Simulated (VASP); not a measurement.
Wanted: the native input for a VASP 6.6.1 run.

| Quantity | Value |
| --- | --- |
| Task | relaxation of cell and atoms |
| Functional | PBE |
| Potentials or basis | VASP PAW PBE potentials, release 64 (Ge_d, Pt) |
| Cutoff | 600 eV |
| k mesh | 6 × 6 × 6 |
| Occupations | gaussian, width 0.1 eV |
| Spin | no spin polarisation |
| Dipole correction | no |
| Further INCAR settings | ALGO = Normal; EDIFF = 1e-06; IBRION = 2; EDIFFG = -0.04; NSW = 90; ISIF = 3 |

The structure of GePt lies in POSCAR:

```
GePt
1.0
    0.0000000000      2.5594838200      2.5594838200
    2.5594838200      0.0000000000      2.5594838200
    2.5594838200      2.5594838200      0.0000000000
Ge Pt
1 1
Direct
    0.0000000000      0.0000000000      0.0000000000
    0.7500000000      0.7500000000      0.7500000000
```

These files were run (other wordings do the same):

INCAR

```
PREC = Accurate
ENCUT = 600
EDIFF = 1E-6
ISMEAR = 0
SIGMA = 0.1
LREAL = F
LASPH = T
NELM = 60
ALGO = Normal
ISIF = 3
LWAVE = F
LCHARG = F
GGA = PE
IBRION = 2
NSW = 90
EDIFFG = -0.04
```

KPOINTS

```
regular mesh
0
Gamma
  6 6 6
```

Potentials or basis: VASP PAW PBE potentials, release 64 (Ge_d, Pt).

Run with:

```sh
$ cat potpaw_PBE.64/Ge_d/POTCAR potpaw_PBE.64/Pt/POTCAR > POTCAR
$ mpirun -np 1 vasp_std > vasp.out
```

It gave:

The relaxed volume is 22.32 Å³/atom and the relaxed cell is a = 3.982 Å, b = 3.982 Å, c = 3.982 Å, α = 60.00°, β = 60.00°, γ = 60.00°. The space group after relaxing (to 0.05 Å) is F-43m (No. 216), the energy gained by relaxing is 753.2 meV/atom and the ionic steps are 5. The pressure after relaxing is 0.0 GPa and the band gap on the k mesh is zero (band 12 reaches 9.72 eV, above the bottom of band 13 at 4.77 eV).

Caveat: the volume moved by over 15 % at a fixed basis, so the end points are rough; spin-orbit coupling is left out, which moves the levels of the heavy elements.

It took 32 s on 1 thread of AMD EPYC 9R45 (Zen 5) (shared host), peak memory 0.15 GiB.
